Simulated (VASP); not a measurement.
# Sb (R-3m) in VASP: single point with PBE

Aim: the single point of Sb with PBE.

All numbers are computed with VASP 6.6.1; they aren't measurements. Logs are shortened: lines on timing, memory, paths and dates and some standing lists are left out, and cuts for length are marked.

### 1 The cell of the first run

Symmetry: R-3m, No. 166, trigonal system. Conventional cell: a = 4.301 Å, b = 4.301 Å, c = 11.232 Å, α = 90.00°, β = 90.00°, γ = 120.00°. Sb (site symmetry 3m) has 6 Sb at 2.90 to 3.34 Å within 3.8 Å.

### 2 Single point, PBE

INCAR

```
SYSTEM = Sb
ALGO = Normal ; EDIFF = 1E-6
ENCUT = 500 ; GGA = PE
GGA_COMPAT = .False. ; ISIF = 2
ISMEAR = 0 ; LASPH = .True.
LCHARG = .True. ; LELF = .True.
LREAL = .False. ; LVHAR = .True.
LWAVE = .False. ; NBANDS = 12
NELM = 120 ; PREC = Accurate
SIGMA = 0.1
```

KPOINTS

```
k-points
0
Gamma
  6 6 6
  0 0 0
```

POSCAR

```
Sb
1.0
    2.1506003320      1.2416496806      3.7440000000
   -2.1506003320      1.2416496806      3.7440000000
    0.0000000000     -2.4832993611      3.7440000000
Sb
2
Direct
    0.2336400000      0.2336400000      0.2336400000
    0.7663600000      0.7663600000      0.7663600000
```

Potentials or basis: VASP PAW PBE potentials, release 64 (Sb).

Run with:

```bash
cat potpaw_PBE.64/Sb/POTCAR > POTCAR
mpirun -np 1 vasp_std > vasp.out
```

OUTCAR:

```text
SYSTEM = Sb
   EDIFF = 1E-6
   ENCUT = 500
   GGA = PE
   ISIF = 2
   ISMEAR = 0
   LASPH = .True.
   LREAL = .False.
   NELM = 120
   PREC = Accurate

 ion  position               nearest neighbor table
   1  0.234  0.234  0.234-   2 2.90   2 2.90   2 2.90   2 3.34   2 3.34   2 3.34
   2  0.766  0.766  0.766-   1 2.90   1 2.90   1 2.90   1 3.34   1 3.34   1 3.34

  LATTYP: Found a trigonal (rhomboedric) cell.
 ALAT       =     4.4926953733
 COS(alpha) =     0.5417151843

  Lattice vectors:

 A1 = (   2.1506003320,   1.2416496806,   3.7440000000)
 A2 = (  -2.1506003320,   1.2416496806,   3.7440000000)
 A3 = (   0.0000000000,  -2.4832993611,   3.7440000000)

Analysis of symmetry for initial positions (statically):
=====================================================================
 Subroutine PRICEL returns:
 Original cell was already a primitive cell.

 Routine SETGRP: Setting up the symmetry group for a
 trigonal (rhombohedral) supercell.

 Subroutine GETGRP returns: Found 12 space group operations
 (whereof 12 operations were pure point group operations)
 out of a pool of 12 trial point group operations.

The static configuration has the point symmetry D_3d.

Analysis of symmetry for dynamics (positions and initial velocities):
=====================================================================
 Subroutine PRICEL returns:
 Original cell was already a primitive cell.

 Routine SETGRP: Setting up the symmetry group for a
 trigonal (rhombohedral) supercell.

 Subroutine GETGRP returns: Found 12 space group operations
 (whereof 12 operations were pure point group operations)
 out of a pool of 12 trial point group operations.

The dynamic configuration has the point symmetry D_3d.

 Subroutine INISYM returns: Found 12 space group operations
 (whereof 12 operations are pure point group operations),
 and found     1 'primitive' translations

----------------------------------------------------------------------------------------

                                     Primitive cell

  volume of cell :      59.9854

  direct lattice vectors                    reciprocal lattice vectors
     2.150600332  1.241649681  3.744000000     0.232493222  0.134230024  0.089031339
    -2.150600332  1.241649681  3.744000000    -0.232493222  0.134230024  0.089031339
     0.000000000 -2.483299361  3.744000000     0.000000000 -0.268460048  0.089031339

  length of vectors
     4.492695373  4.492695373  4.492695373     0.282838075  0.282838075  0.282838075

  position of ions in fractional coordinates (direct lattice)
     0.233640000  0.233640000  0.233640000
     0.766360000  0.766360000  0.766360000

  ion indices of the primitive-cell ions
   primitive index   ion index
                 1           1
                 2           2

----------------------------------------------------------------------------------------

 KPOINTS: k-points

Automatic generation of k-mesh.
 Grid dimensions read from file:
 generate k-points for:    6    6    6

 Generating k-lattice:

  Cartesian coordinates                     Fractional coordinates (reciprocal lattice)
     0.038748870  0.022371671  0.014838557     0.166666667  0.000000000  0.000000000
    -0.038748870  0.022371671  0.014838557     0.000000000  0.166666667  0.000000000
     0.000000000 -0.044743341  0.014838557     0.000000000  0.000000000  0.166666667

  Length of vectors
     0.047139679  0.047139679  0.047139679

  Shift w.r.t. Gamma in fractional coordinates (k-lattice)
     0.000000000  0.000000000  0.000000000

 Subroutine IBZKPT returns following result:
 ===========================================

 Found     32 irreducible k-points:

 Following reciprocal coordinates:
            Coordinates               Weight
  0.000000  0.000000  0.000000      1.000000
  0.166667  0.000000  0.000000      6.000000
  0.333333  0.000000  0.000000      6.000000
  0.500000  0.000000  0.000000      3.000000
  0.166667  0.166667  0.000000      6.000000
  0.333333  0.166667  0.000000     12.000000
[... 16 lines left out ...]
  0.500000  0.500000  0.166667      6.000000
 -0.333333  0.500000  0.166667     12.000000
 [... further k-points ...]
   k-points           NKPTS =     32   k-points in BZ     NKDIM =     32   number of bands    NBANDS=     12
   number of dos      NEDOS =    301   number of ions     NIONS =      2
   total plane-waves  NPLWV =  46656
   dimension x,y,z NGX =    36 NGY =   36 NGZ =   36
   dimension x,y,z NGXF=    72 NGYF=   72 NGZF=   72
   ions per type =               2
   NGX,Y,Z   is equivalent  to a cutoff of  13.32, 13.32, 13.32 a.u.
   NGXF,Y,Z  is equivalent  to a cutoff of  26.64, 26.64, 26.64 a.u.
 SYSTEM =  Sb
   PREC   = accura    normal or accurate (medium, high low for compatibility)
   ISTART =      0    job   : 0-new  1-cont  2-samecut
   ICHARG =      2    charge: 1-file 2-atom 10-const
   ISPIN  =      1    spin polarized calculation?
   LNONCOLLINEAR =      F non collinear calculations
   LSORBIT =      F    spin-orbit coupling
   LASPH  =      T    aspherical Exc in radial PAW
   ENCUT  =  500.0 eV  36.75 Ry    6.06 a.u.   8.19  8.19  8.19*2*pi/ulx,y,z
   NELM   =    120;   NELMIN=  2; NELMDL= -5     # of ELM steps
   EDIFF  = 0.1E-05   stopping-criterion for ELM
   LREAL  =      F    real-space projection
   EDIFFG = 0.1E-04   stopping-criterion for IOM
   NSW    =      0    number of steps for IOM
   IBRION =     -1    ionic relax: 0-MD 1-quasi-New 2-CG
   NFREE  =      0    steps in history (QN), initial steepest desc. (CG)
   ISIF   =      2    stress and relaxation
   ISYM   =      2    0-nonsym 1-usesym 2-fastsym
   POTIM  = 0.5000    time-step for ionic-motion
   TEBEG  =    0.0;   TEEND  =   0.0 temperature during run
   PSTRESS=    0.0 pullay stress
   NELECT =      10.0000    total number of electrons
   NUPDOWN=      -1.0000    fix difference up-down
   EMIN   =  10.00;   EMAX   =-10.00  energy-range for DOS
   EFERMI =   0.00;   METHOD = LEGACY
   ISMEAR =     0;   SIGMA  =   0.10  broadening in eV -4-tet -1-fermi 0-gaus
   EFERMI_NEDOS =   21; number of points for ismear=-14 and -15
   IALGO  =     38    algorithm
   IMIX   =      4    mixing-type and parameters
     AMIX     =   0.40;   BMIX     =  1.00
     AMIX_MAG =   1.60;   BMIX_MAG =  1.00
  volume/ion in A,a.u.               =      29.99       202.40
  Fermi-wavevector in a.u.,A,eV,Ry     =   0.901003  1.702649 11.045295  0.811806
  Thomas-Fermi vector in A             =   2.024030
   LORBIT       =      0    0 simple, 1 ext, 2 COOP (PROOUT), +10 PAW based schemes
   GGA     = PE    functional components
   LHFCALC =     F    Hartree Fock is set to
   AEXX    =    0.0000 exact exchange contribution
   IVDW    =     0    specifies the selected vdW correction
   LEPSILON=     F    determine dielectric tensor
   LRPA    =     F    only Hartree local field effects (RPA)
 non-spin polarized calculation
 Gauss-broadening in eV      SIGMA  =   0.10
  energy-cutoff  :      500.00
  volume of cell :       59.99
 maximum number of plane-waves:      1534
 NGX is ok and might be reduce to    36
   NGX = 17   NGY = 17   NGZ = 17

 number of electron      10.0000000 magnetization

 Free energy of the ion-electron system (eV)
  ---------------------------------------------------
  ext. energy  EPLUGINS =         0.00000000
  ---------------------------------------------------
  free energy    TOTEN  =        -8.26156877 eV

  energy without entropy =       -8.25950976  energy(sigma->0) =       -8.26053927

 E-fermi :   7.4346     XC(G=0):  -9.5625

 val. band max:        7.1726581049   @ k =   0.5000   0.0000   0.0000
 cond. band min:       7.4512064196   @ k =   0.3333   0.1667   0.1667
 fundamental gap:      0.2785483146
 Fermi energy:         7.4345648374

 k-point     1 :       0.0000    0.0000    0.0000
  band No.  band energies     occupation
      1      -5.4002      2.00000
      2       2.6174      2.00000
      3       5.2991      2.00000
      4       5.5571      2.00000
      5       5.5571      2.00000
      6       9.4604      0.00000
      7      10.0883      0.00000
      8      10.0883      0.00000
      9      12.4379      0.00000
     10      12.4379      0.00000
     11      12.6023      0.00000
     12      13.9447      0.00000

 k-point     2 :       0.1667    0.0000    0.0000
  band No.  band energies     occupation
      1      -5.0921      2.00000
      2       1.4058      2.00000
      3       5.3404      2.00000
      4       5.4937      2.00000
      5       6.0144      2.00000
      6       9.1705      0.00000
      7       9.3796      0.00000
      8       9.4126      0.00000
      9      11.8946      0.00000
     10      12.4061      0.00000
     11      12.7219      0.00000
     12      15.6806      0.00000

 k-point     3 :       0.3333    0.0000    0.0000
  band No.  band energies     occupation
      1      -4.1863      2.00000
      2      -0.6737      2.00000
      3       5.4219      2.00000
      4       5.4253      2.00000
      5       6.5557      2.00000
      6       8.0617      0.00000
      7       8.1559      0.00000
      8       8.3216      0.00000
      9      13.0299      0.00000
     10      13.8029      0.00000
     11      14.3083      0.00000
     12      17.9714      0.00000
[... 286 lines left out ...]
 k-point    23 :       0.5000    0.5000    0.1667
  band No.  band energies     occupation
      1      -3.3076      2.00000
      2      -0.7572      2.00000
      3       2.1987      2.00000
      4       4.0139      2.00000
      5       4.4105      2.00000
      6       9.5765      0.00000
      7      11.1726      0.00000
      8      12.1439      0.00000
      9      13.1388      0.00000
     10      16.2289      0.00000
     11      16.5242      0.00000
     12      17.0684      0.00000

 k-point    24 :      -0.3333    0.5000    0.1667
  band No.  band energies     occupation
      1      -2.7127      2.00000
      2      -1.3335      2.00000
      3       2.0162      2.00000
      4       2.9143      2.00000
      5       5.5251      2.00000
      6       9.3219      0.00000
      7      10.6484      0.00000
      8      13.0691      0.00000
      9      13.3546      0.00000
     10      14.4374      0.00000
     11      17.1773      0.00000
     12      18.0260      0.00000

 [... further k-points ...]
[... 5 lines left out ...]
  --------------------------------------------------------------------------------------
  -------------------------------------------------------------------------------------
  Total        1.2522212      1.2522212      1.1109864      0.0000000      0.0000000      0.0000000
  in kB       33.4461211     33.4461211     29.6738182      0.0000000      0.0000000      0.0000000
  external PRESSURE =      32.1886868 kB  Pullay stress =       0.0000000 kB

 VOLUME and BASIS-vectors are now :
 -----------------------------------------------------------------------------
  energy-cutoff  :      500.00
  volume of cell :       59.99
      direct lattice vectors                 reciprocal lattice vectors
     2.150600332  1.241649681  3.744000000     0.232493222  0.134230024  0.089031339
    -2.150600332  1.241649681  3.744000000    -0.232493222  0.134230024  0.089031339
     0.000000000 -2.483299361  3.744000000     0.000000000 -0.268460048  0.089031339

 POSITION                                       TOTAL-FORCE (eV/Angst)
 -----------------------------------------------------------------------------------
      0.00000      0.00000      2.62424         0.000000      0.000000      0.134187
      0.00000      0.00000      8.60776         0.000000     -0.000000     -0.134187
 -----------------------------------------------------------------------------------
    total drift:                                0.000000     -0.000000      0.000000

  FREE ENERGIE OF THE ION-ELECTRON SYSTEM (eV)
  ---------------------------------------------------
  free  energy   TOTEN  =        -8.2615687734 eV

  energy  without entropy=       -8.2595097604  energy(sigma->0) =       -8.26053927
```

Wall time 9.3 s (1 thread of Intel Xeon 6975P-C (Granite Rapids), shared host); peak memory 0.19 GiB.

What came out:

* Free energy: -8.2616 eV
* Pressure: 3.2 GPa
* Largest force: 0.134 eV/Å
* Band gap on the k mesh: zero (bands 5 and 6 overlap by 0.28 eV)

Forces on the atoms (eV/Å):
```
Sb   0.000  0.000  0.134
Sb   0.000  0.000 -0.134
```

Stress tensor (GPa, compression positive):
```
3.34 0.00 0.00
0.00 3.34 0.00
0.00 0.00 2.97
```

Caveat: the cell stands under pressure; spin-orbit coupling is left out, which moves the levels of the heavy elements.
